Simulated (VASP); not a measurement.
# Pb (Fm-3m) in VASP: a series of runs, part 2 of 2

VASP 6.6.1.

### Step 4. Single point, PBE+D4

This run uses another cell than the first one, of 30.32 Å³/atom, 1.042 times its volume.

INCAR

```
SYSTEM = Pb
ALGO     = Normal         ! electronic algorithm
EDIFF    = 1E-6           ! SCF threshold, eV
ENCUT    = 520            ! plane-wave cutoff, eV
GGA      = PE             ! functional
ISIF     = 2              ! what is computed and relaxed
ISMEAR   = -1             ! smearing method
IVDW     = 13             ! dispersion correction
LASPH    = .True.         ! aspherical terms in the spheres
LCHARG   = .False.        ! write CHGCAR
LREAL    = .False.        ! projectors in reciprocal space
LWAVE    = .False.        ! write WAVECAR
NBANDS   = 13             ! bands
NELM     = 100            ! most SCF steps
PREC     = Accurate       ! precision mode
SIGMA    = 0.05           ! smearing width, eV
```

KPOINTS

```
k-points
0
Gamma
  9 9 9
  0 0 0
```

POSCAR

```
Pb
1.0
    0.0000000000      2.4750200000      2.4750200000
    2.4750200000      0.0000000000      2.4750200000
    2.4750200000      2.4750200000      0.0000000000
Pb
1
Direct
    0.0000000000      0.0000000000      0.0000000000
```

Potentials or basis: VASP PAW PBE potentials, release 64 (Pb_d).

The run is started by

```bash
$ cat potpaw_PBE.64/Pb_d/POTCAR > POTCAR
$ mpirun -np 1 vasp_std > vasp.out
```

OUTCAR:

```text
SYSTEM = Pb
   EDIFF = 1E-6
   ENCUT = 520
   GGA = PE
   ISIF = 2
   ISMEAR = -1
   IVDW = 13
   LASPH = .True.
   LREAL = .False.
   NELM = 100
   PREC = Accurate

 ion  position               nearest neighbor table
   1  0.000  0.000  0.000-

  LATTYP: Found a face centered cubic cell.
 ALAT       =     4.9500400000

  Lattice vectors:

 A1 = (   0.0000000000,   2.4750200000,   2.4750200000)
 A2 = (   2.4750200000,   0.0000000000,   2.4750200000)
 A3 = (   2.4750200000,   2.4750200000,   0.0000000000)

Analysis of symmetry for initial positions (statically):
[... 5 lines left out ...]
 face centered cubic supercell.

 Subroutine GETGRP returns: Found 48 space group operations
 (whereof 48 operations were pure point group operations)
 out of a pool of 48 trial point group operations.

The static configuration has the point symmetry O_h .

Analysis of symmetry for dynamics (positions and initial velocities):
[... 5 lines left out ...]
 face centered cubic supercell.

 Subroutine GETGRP returns: Found 48 space group operations
 (whereof 48 operations were pure point group operations)
 out of a pool of 48 trial point group operations.

The dynamic configuration has the point symmetry O_h .
[... 154 lines left out ...]
      1      -9.7942      2.00000
      2      -9.7942      2.00000
      3      -9.7942      2.00000
      4      -9.6541      2.00000
      5      -9.6541      2.00000
      6      -4.4737      2.00000
      7      14.6990      0.00000
      8      14.6990      0.00000
      9      14.6990      0.00000
     10      17.0446      0.00000
     11      18.6200      0.00000
     12      19.7653      0.00000
     13      19.7653      0.00000
[... 354 lines left out ...]
  band No.  band energies     occupation
      1      -9.9525      2.00000
      2      -9.8607      2.00000
      3      -9.5342      2.00000
      4      -9.4955      2.00000
      5      -9.4955      2.00000
      6       0.1220      2.00000
      7       4.5684      2.00000
      8       9.4312      0.00000
      9       9.4312      0.00000
     10      12.7576      0.00000
     11      13.9744      0.00000
     12      25.5438      0.00000
     13      27.2387      0.00000

 [... further k-points ...]

------------------------ aborting loop because EDIFF is reached ----------------------------------------

  DFT-D4 for vdW energy calculation

  Edisp (eV):   -0.43080

  FORCE on cell =-STRESS in cart. coord.  units (eV):
  Direction    XX          YY          ZZ          XY          YZ          ZX
  --------------------------------------------------------------------------------------
  -------------------------------------------------------------------------------------
  Total       0.00542     0.00542     0.00542    -0.00000    -0.00000     0.00000
  in kB       0.28643     0.28643     0.28643    -0.00000    -0.00000     0.00000
  external pressure =        0.29 kB  Pullay stress =        0.00 kB

 VOLUME and BASIS-vectors are now :
 -----------------------------------------------------------------------------
  energy-cutoff  :      520.00
  volume of cell :       30.32
      direct lattice vectors                 reciprocal lattice vectors
     0.000000000  2.475020000  2.475020000    -0.202018570  0.202018570  0.202018570
     2.475020000  0.000000000  2.475020000     0.202018570 -0.202018570  0.202018570
     2.475020000  2.475020000  0.000000000     0.202018570  0.202018570 -0.202018570

 POSITION                                       TOTAL-FORCE (eV/Angst)
 -----------------------------------------------------------------------------------
      0.00000      0.00000      0.00000        -0.000000      0.000000     -0.000000
 -----------------------------------------------------------------------------------
    total drift:                               -0.000000     -0.000000     -0.000000

  FREE ENERGIE OF THE ION-ELECTRON SYSTEM (eV)
  ---------------------------------------------------
  free  energy   TOTEN  =        -4.0011106532 eV

  energy  without entropy=       -3.9980002052  energy(sigma->0) =       -3.99955543
```

Wall time 10 s (1 thread of Intel Xeon Platinum 8488C (Sapphire Rapids), shared host); peak memory 0.13 GiB.

Results:

```yaml
Free_energy: -4.0011 eV
Pressure: 0.0 GPa
Band_gap_on_the_k_mesh: zero (band 7 reaches 14.70 eV, above the bottom of band 8 at 5.74 eV)
Dispersion_energy_per_atom: -0.431 eV
```

Caveat: spin-orbit coupling is left out, which moves the levels of the heavy elements; pairwise dispersion overbinds metals, which lowers pressure and volume.

### Step 5. The runs side by side

| level | cell | gap on the mesh (eV) | pressure (GPa) |
| --- | --- | --- | --- |
| SVWN5 | a = 3.453 Å, angles 60.0°, 1 atom | none | -0.3 |
| SVWN5 | a = 3.477 Å, angles 60.0°, 1 atom | none | -1.4 |
| PBE+D4 | a = 3.500 Å, angles 60.0°, 1 atom | none | 0.0 |

Alike in all rows: task single point; potentials or basis VASP PAW PBE potentials, release 64 (Pb_d); no spin polarisation; k mesh 9 × 9 × 9; cutoff (eV) 520; smearing fermi-dirac 0.05 eV.

Caveats: spin-orbit coupling is left out, which moves the levels of the heavy elements; the PAW data sets were made with another functional, which shifts forces and pressure a little (some runs); pairwise dispersion overbinds metals, which lowers pressure and volume (some runs).

Total energies depend on the potentials used, so only differences within one code and one set of settings carry meaning.
